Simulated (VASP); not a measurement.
# Te (P3_221) in VASP: settings compared, part 2 of 2

VASP 6.6.1.

### 4 Single point, LDA, non-collinear spin, zero start, spin-orbit coupling

This run uses another cell than the first one, of 33.09 Å³/atom.

Contents of INCAR:

```
  ALGO = Normal
  EDIFF = 1E-6
  ENCUT = 520
  GGA = CA
  GGA_COMPAT = False
  ISIF = 2
  ISMEAR = -5
  LASPH = True
  LCHARG = False
  LORBIT = 11
  LORBMOM = True
  LREAL = False
  LSORBIT = True
  LWAVE = False
  MAGMOM = 0 0 0 0 0 0 0 0 0
  NBANDS = 31
  NELM = 150
  PREC = Accurate
  SIGMA = 0.1
```

Contents of KPOINTS:

```
k-points
0
Gamma
  7 7 5
```

Contents of POSCAR:

```
Te
1.0
    4.4170839329      0.0000000000      0.0000000000
   -2.2085419665      3.8253068966      0.0000000000
    0.0000000000      0.0000000000      5.8752213542
Te
3
Direct
    0.7310000000      0.7310000000      0.5000000000
    0.0000000000      0.2690000000      0.8333333333
    0.2690000000      0.0000000000      0.1666666667
```

Potentials or basis: VASP PAW LDA potentials, release 64 (Te).

The run is started by

```sh
$ cat potpaw_LDA.64/Te/POTCAR > POTCAR
$ mpirun -np 1 vasp_ncl > vasp.out
```

OUTCAR:

```text
EDIFF = 1E-6
   ENCUT = 520
   GGA = CA
   ISIF = 2
   ISMEAR = -5
   LASPH = True
   LORBIT = 11
   LREAL = False
   LSORBIT = True
   NELM = 150
   PREC = Accurate

 ion  position               nearest neighbor table
   1  0.731  0.731  0.500-   3 2.84   2 2.84   2 3.44   3 3.44   2 3.44   3 3.44
   2  0.000  0.269  0.833-   1 2.84   3 2.84   1 3.44   1 3.44   3 3.44   3 3.44
   3  0.269  0.000  0.167-   1 2.84   2 2.84   1 3.44   1 3.44   2 3.44   2 3.44

  LATTYP: Found a hexagonal cell.
 ALAT       =     4.4170839329
 C/A-ratio  =     1.3301131342

  Lattice vectors:

 A1 = (   4.4170839329,   0.0000000000,   0.0000000000)
 A2 = (  -2.2085419665,   3.8253068966,   0.0000000000)
 A3 = (   0.0000000000,   0.0000000000,   5.8752213542)

Analysis of symmetry for initial positions (statically):
=====================================================================
 Subroutine PRICEL returns:
 Original cell was already a primitive cell.

 Routine SETGRP: Setting up the symmetry group for a
 hexagonal supercell.

 Subroutine GETGRP returns: Found  6 space group operations
 (whereof  2 operations were pure point group operations)
 out of a pool of 24 trial point group operations.

The static configuration has the point symmetry C_2 .
 The point group associated with its full space group is D_3 .

Analysis of symmetry for dynamics (positions and initial velocities):
=====================================================================
 Subroutine PRICEL returns:
 Original cell was already a primitive cell.

 Routine SETGRP: Setting up the symmetry group for a
 hexagonal supercell.

 Subroutine GETGRP returns: Found  6 space group operations
 (whereof  2 operations were pure point group operations)
 out of a pool of 24 trial point group operations.

The dynamic configuration has the point symmetry C_2 .
 The point group associated with its full space group is D_3 .

Analysis of structural, dynamic, and magnetic symmetry:
=====================================================================
 Subroutine PRICEL returns:
 Original cell was already a primitive cell.

 Routine SETGRP: Setting up the symmetry group for a
 hexagonal supercell.

 Subroutine GETGRP returns: Found  6 space group operations
 (whereof  2 operations were pure point group operations)
 out of a pool of 24 trial point group operations.

The overall configuration has the point symmetry C_2 .
 The point group associated with its full space group is D_3 .

 Subroutine INISYM returns: Found  6 space group operations
 (whereof  2 operations are pure point group operations),
 and found     1 'primitive' translations

----------------------------------------------------------------------------------------

                                     Primitive cell

  volume of cell :      99.2719

  direct lattice vectors                    reciprocal lattice vectors
     4.417083933  0.000000000  0.000000000     0.226393706  0.130708467  0.000000000
    -2.208541966  3.825306897  0.000000000     0.000000000  0.261416934  0.000000000
     0.000000000  0.000000000  5.875221354     0.000000000  0.000000000  0.170206353
[... 944 lines left out ...]

  FORCE on cell =-STRESS in cart. coord.  units (eV):
  Direction    XX          YY          ZZ          XY          YZ          ZX
  --------------------------------------------------------------------------------------
  -------------------------------------------------------------------------------------
  Total       -0.3792898     -0.3792898      0.1877650      0.0000000      0.0000000      0.0000000
  in kB       -6.1214683     -6.1214683      3.0303939      0.0000000      0.0000000      0.0000000
  external PRESSURE =      -3.0708475 kB  Pullay stress =       0.0000000 kB

 VOLUME and BASIS-vectors are now :
 -----------------------------------------------------------------------------
  energy-cutoff  :      520.00
  volume of cell :       99.27
      direct lattice vectors                 reciprocal lattice vectors
     4.417083933  0.000000000  0.000000000     0.226393706  0.130708467  0.000000000
    -2.208541966  3.825306897  0.000000000     0.000000000  0.261416934  0.000000000
     0.000000000  0.000000000  5.875221354     0.000000000  0.000000000  0.170206353

 POSITION                                       TOTAL-FORCE (eV/Angst)
 -----------------------------------------------------------------------------------
      1.61444      2.79630      2.93761        -0.124351     -0.215381     -0.000000
     -0.59410      1.02901      4.89602        -0.124351      0.215381      0.000000
      1.18820      0.00000      0.97920         0.248701     -0.000000     -0.000000
 -----------------------------------------------------------------------------------
    total drift:                                0.000000      0.000000      0.000000

  FREE ENERGIE OF THE ION-ELECTRON SYSTEM (eV)
  ---------------------------------------------------
  free  energy   TOTEN  =       -11.7268529419 eV

  energy  without entropy=      -11.7268529419  energy(sigma->0) =      -11.72685294

 orbital moment (x)

 # of ion     p       d       tot
 ----------------------------------------
  1        -0.000   0.000  -0.000
  2        -0.000   0.000  -0.000
  3         0.000  -0.000   0.000
 ----------------------------------------
            0.000   0.000   0.000

 orbital moment (y)

 # of ion     p       d       tot
 ----------------------------------------
  1        -0.000   0.000  -0.000
  2         0.000  -0.000   0.000
  3        -0.000  -0.000  -0.000
 ----------------------------------------
            0.000  -0.000   0.000

 orbital moment (z)

 # of ion     p       d       tot
 ----------------------------------------
  1         0.000   0.000   0.000
  2         0.000  -0.000  -0.000
  3         0.000   0.000   0.000
 ----------------------------------------
            0.000   0.000   0.000

 Spin-Orbit-Coupling matrix elements

 Ion:    1  E_soc:     -0.2423793
 l=   1
     0.0000000    -0.0391473    -0.0406451
    -0.0391473     0.0000000    -0.0409989
    -0.0406451    -0.0409989     0.0000000
 l=   2
     0.0000000    -0.0000236     0.0000000    -0.0000253    -0.0000569
    -0.0000236     0.0000000    -0.0001054    -0.0000632    -0.0000243
     0.0000000    -0.0001054     0.0000000    -0.0000702     0.0000000
    -0.0000253    -0.0000632    -0.0000702     0.0000000    -0.0000294
    -0.0000569    -0.0000243     0.0000000    -0.0000294     0.0000000
 l=   3
     0.0000000     0.0000000     0.0000000     0.0000000     0.0000000     0.0000000     0.0000000
     0.0000000     0.0000000     0.0000000     0.0000000     0.0000000     0.0000000     0.0000000
     0.0000000     0.0000000     0.0000000     0.0000000     0.0000000     0.0000000     0.0000000
     0.0000000     0.0000000     0.0000000     0.0000000     0.0000000     0.0000000     0.0000000
[... 29 lines left out ...]
 l=   2
     0.0000000    -0.0000297     0.0000000    -0.0000263    -0.0000569
    -0.0000297     0.0000000    -0.0000526    -0.0000632    -0.0000285
     0.0000000    -0.0000526     0.0000000    -0.0001230     0.0000000
    -0.0000263    -0.0000632    -0.0001230     0.0000000    -0.0000182
    -0.0000569    -0.0000285     0.0000000    -0.0000182     0.0000000
 l=   3
     0.0000000     0.0000000     0.0000000     0.0000000     0.0000000     0.0000000     0.0000000
     0.0000000     0.0000000     0.0000000     0.0000000     0.0000000     0.0000000     0.0000000
     0.0000000     0.0000000     0.0000000     0.0000000     0.0000000     0.0000000     0.0000000
     0.0000000     0.0000000     0.0000000     0.0000000     0.0000000     0.0000000     0.0000000
     0.0000000     0.0000000     0.0000000     0.0000000     0.0000000     0.0000000     0.0000000
     0.0000000     0.0000000     0.0000000     0.0000000     0.0000000     0.0000000     0.0000000
     0.0000000     0.0000000     0.0000000     0.0000000     0.0000000     0.0000000     0.0000000

 total charge

# of ion       s       p       d       tot
------------------------------------------
    1        1.440   1.831   0.048   3.319
    2        1.440   1.831   0.048   3.319
    3        1.440   1.831   0.048   3.319
--------------------------------------------------
tot          4.320   5.493   0.143   9.957

 magnetization (x)

# of ion       s       p       d       tot
------------------------------------------
    1       -0.000   0.000  -0.000   0.000
    2       -0.000   0.000  -0.000   0.000
    3        0.000  -0.000   0.000  -0.000
--------------------------------------------------
tot          0.000  -0.000  -0.000  -0.000

 magnetization (y)

# of ion       s       p       d       tot
------------------------------------------
    1       -0.000   0.000  -0.000   0.000
    2        0.000  -0.000   0.000  -0.000
    3        0.000  -0.000  -0.000  -0.000
--------------------------------------------------
tot         -0.000  -0.000  -0.000  -0.000

 magnetization (z)

# of ion       s       p       d       tot
------------------------------------------
    1        0.000   0.000   0.000   0.000
    2        0.000   0.000  -0.000  -0.000
    3       -0.000  -0.000  -0.000  -0.000
--------------------------------------------------
tot         -0.000  -0.000  -0.000  -0.000
```

It took 3.3 min on 1 thread of Intel Xeon Platinum 8124M at 3.00GHz (Skylake/Cascade Lake), shared host; peak memory 0.45 GiB.

What came out:

```
Free energy                                           : -11.7269 eV
Pressure                                              : -0.3 GPa
Largest force                                         : 0.249 eV/Å
Net moment                                            : 0.00 μB per cell
Valence electrons inside the program's atomic spheres : Te 3.32
```

Forces on the atoms (eV/Å):
```
Te  -0.124 -0.215  0.000
Te  -0.124  0.215  0.000
Te   0.249  0.000  0.000
```

Moments on the atoms (μB; x, y, z):
```
Te  0.00 0.00 0.00
Te  0.00 0.00 0.00
Te  0.00 0.00 0.00
```

### 5 Single point, LDA, non-collinear spin, zero start, spin-orbit coupling

Contents of INCAR:

```
SYSTEM = Te
PREC = Accurate ; ENCUT = 520
EDIFF = 1E-6 ; ISMEAR = -5
SIGMA = 0.1 ; LREAL = .False.
LASPH = .True. ; NELM = 150
ALGO = Normal ; ISIF = 2
LWAVE = .False. ; LCHARG = .False.
LNONCOLLINEAR = .True. ; MAGMOM = 0 0 0 0 0 0 0 0 0
LORBIT = 11 ; LSORBIT = .True.
GGA_COMPAT = .False. ; LORBMOM = .True.
GGA = CA ; NBANDS = 31
```

Contents of KPOINTS:

```
regular mesh
0
Gamma
  7 7 5
  0 0 0
```

Contents of POSCAR:

```
Te
1.0
    4.4469300000      0.0000000000      0.0000000000
   -2.2234650000      3.8511543489      0.0000000000
    0.0000000000      0.0000000000      5.9149200000
Te
3
Direct
    0.7310000000      0.7310000000      0.5000000000
    0.0000000000      0.2690000000      0.8333333333
    0.2690000000      0.0000000000      0.1666666667
```

The run is started by

```sh
$ cat potpaw_LDA.64/Te/POTCAR > POTCAR
$ mpirun -np 1 vasp_ncl > vasp.out
```

It took 3.2 min on 1 thread of Intel Xeon Platinum 8124M at 3.00GHz (Skylake/Cascade Lake), shared host; peak memory 0.47 GiB.

Results (log left out):

```
Free energy                                           : -11.7165 eV
Pressure                                              : -1.3 GPa
Largest force                                         : 0.142 eV/Å
Net moment                                            : 0.00 μB per cell
Valence electrons inside the program's atomic spheres : Te 3.31
```

Forces on the atoms (eV/Å):
```
Te  -0.071 -0.123  0.000
Te  -0.071  0.123  0.000
Te   0.142  0.000  0.000
```

Stress tensor (GPa, compression positive):
```
-1.46  0.00  0.00
 0.00 -1.46  0.00
 0.00  0.00 -1.00
```

Moments on the atoms (μB; x, y, z):
```
Te  0.00 0.00 0.00
Te  0.00 0.00 0.00
Te  0.00 0.00 0.00
```

### 6 The runs side by side

| level | potentials or basis | cell | cutoff (eV) | smearing | pressure (GPa) | moment (μB) | largest force (eV/Å) |
| --- | --- | --- | --- | --- | --- | --- | --- |
| r2SCAN+rVV10 | VASP PAW PBE potentials, release 64 (Te) | a = 4.447, b = 4.447, c = 5.915 Å, angles 90.0, 90.0, 120.0°, 3 atoms | 550 | fermi-dirac 0.1 eV | 0.8 | 0.00 | 0.03 |
| LDA | VASP PAW LDA potentials, release 64 (Te) | a = 4.387, b = 4.387, c = 5.835 Å, angles 90.0, 90.0, 120.0°, 3 atoms | 520 | tetrahedron | 0.8 | 0.00 | 0.36 |
| LDA | VASP PAW LDA potentials, release 64 (Te) | a = 4.417, b = 4.417, c = 5.875 Å, angles 90.0, 90.0, 120.0°, 3 atoms | 520 | tetrahedron | -0.3 | 0.00 | 0.25 |
| LDA | VASP PAW LDA potentials, release 64 (Te) | a = 4.447, b = 4.447, c = 5.915 Å, angles 90.0, 90.0, 120.0°, 3 atoms | 520 | tetrahedron | -1.3 | 0.00 | 0.14 |

Alike in all rows: task single point; spin non-collinear, zero start, SOC; k mesh 7 × 7 × 5.

Caveats: the PAW data sets were made with another functional, which shifts forces and pressure a little (at least some runs).

Total energies depend on the potentials used, so only differences within one code and one set of settings carry meaning.
